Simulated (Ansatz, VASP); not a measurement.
Si3N2: VASP beside Ansatz

```
Si N
1.0
     0.00000    3.50477    0.00000
     0.00000    0.00000    5.31350
     7.00953    0.00000    0.00000
Si N
6 4
Direct
  0.50000 0.00000 0.25000
  0.50000 0.00000 0.75000
  0.50000 0.63302 0.50000
  0.50000 0.63302 0.00000
  0.00000 0.36698 0.25000
  0.00000 0.36698 0.75000
  0.50000 0.50000 0.25000
  0.50000 0.50000 0.75000
  0.00000 0.50000 0.50000
  0.00000 0.50000 0.00000
```

Alike in both runs: task single point; functional PBE; k mesh 6 × 4 × 4; occupations gaussian, width 0.2 eV; no spin polarisation.

|  | VASP | Ansatz |
| --- | --- | --- |
| version | VASP 6.6.1 | Ansatz 0.2.0 |
| potentials or method | VASP PAW PBE potentials, release 64 (Si, N), cutoff 520 eV | scalar-relativistic, plane waves, PAW |
| valence electrons in the cell | 44 | 44 |

|  | VASP | Ansatz | Ansatz less VASP |
| --- | --- | --- | --- |
| gap on the k mesh at the Fermi level (eV) | none | none | - |
| pressure (GPa) | 0.0 | 0.1 | +0.03 |
| traceless stress, the component that is largest in VASP (GPa) | 0.89 | 0.85 | -0.036 |
| rms of the force components (eV/Å) | 0.071 | 0.070 | -0.0011 |

Atom by atom the forces differ by 0.002 eV/Å (rms over components). A gap of «none» marks a metal or a gap that the smearing closes.
